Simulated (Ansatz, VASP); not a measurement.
# Two plane-wave programs on YAl3N4

File INCAR:

```
SYSTEM = YAl3N4
  ALGO = Normal
  EDIFF = 1E-7
  EDIFFG = -0.01
  ENCUT = 600
  GGA = PE
  IBRION = 2
  ISIF = 3
  ISMEAR = 0
  LASPH = .TRUE.
  LCHARG = .FALSE.
  LREAL = .FALSE.
  LWAVE = .FALSE.
  NELM = 100
  NSW = 100
  PREC = Accurate
  SIGMA = 0.02
```

KPOINTS

```
k-points
0
G
  6 6 10
  0 0 0
```

File POSCAR:

```
YAl3N4
1.0
    3.0716271494     -4.2869588885      0.0000000000
    3.0716271494      4.2869588885      0.0000000000
    0.0000000000      0.0000000000      3.0827811170
Y Al N
1 3 4
Direct
    0.0000000000      0.0000000000      0.5000000000
    0.0000000000      0.5000000000      0.0000000000
    0.5000000000      0.0000000000      0.0000000000
    0.5000000000      0.5000000000      0.5000000000
    0.7252494114      0.7252494114      0.0000000000
    0.2747505886      0.2747505886      0.0000000000
    0.7347518506      0.2652481494      0.5000000000
    0.2652481494      0.7347518506      0.5000000000
```

Input for Ansatz:

```yaml
crystal:
  lattice:
    - [3.0716271494, -4.2869588885, 0.0]
    - [3.0716271494, 4.2869588885, 0.0]
    - [0.0, 0.0, 3.082781117]
  atoms:
    - { symbol: "Y", position: [0.0, 0.0, 0.5] }
    - { symbol: Al, position: [0.0, 0.5, 0.0] }
    - { symbol: Al, position: [0.5, 0.0, 0.0] }
    - { symbol: Al, position: [0.5, 0.5, 0.5] }
    - { symbol: "N", position: [0.7252494114, 0.7252494114, 0.0] }
    - { symbol: "N", position: [0.2747505886, 0.2747505886, 0.0] }
    - { symbol: "N", position: [0.7347518506, 0.2652481494, 0.5] }
    - { symbol: "N", position: [0.2652481494, 0.7347518506, 0.5] }
basis:
  ecutwfc: 420
kpoints:
  mp_grid: { grid: [6, 6, 10] }
hamiltonian:
  xc: pbe
scf:
  occupations: { method: gaussian, width: 0.02 }
output:
  forces: true
  stress: true
  eigenvalues: true
  write_density: true
  write_potential: true
  elf: true
  volumetric_format: npy
relax:
  adjacent_minimum: "off"
  f_tol: 0.01
  max_steps: 80
  cell: { stress_tol: 0.05 }
```

Alike in both runs: task relaxation of cell and atoms; functional PBE; k mesh 6 × 6 × 10; occupations gaussian, width 0.02 eV; no spin polarisation.

|  | VASP | Ansatz |
| --- | --- | --- |
| version | VASP 6.6.1 | Ansatz 0.2.0 |
| potentials or method | VASP PAW PBE potentials, release 64 (Y_sv, Al, N), cutoff 600 eV | scalar-relativistic, plane waves, PAW |
| valence electrons in the cell | 40 | 40 |

Ansatz gave:

| Item | Value |
| --- | --- |
| gap on the k mesh at the Fermi level, each at its own relaxed structure (eV) | 1.76 |
| relaxed volume (Å³/atom) | 10.15 |
| relaxed cell length with the largest relative difference (Å) | 3.083 |

**Question.** Estimate VASP's values.

**Answer.** gap on the k mesh at the Fermi level, each at its own relaxed structure (eV): 1.75; relaxed volume (Å³/atom): 10.13; relaxed cell length with the largest relative difference (Å): 3.081.
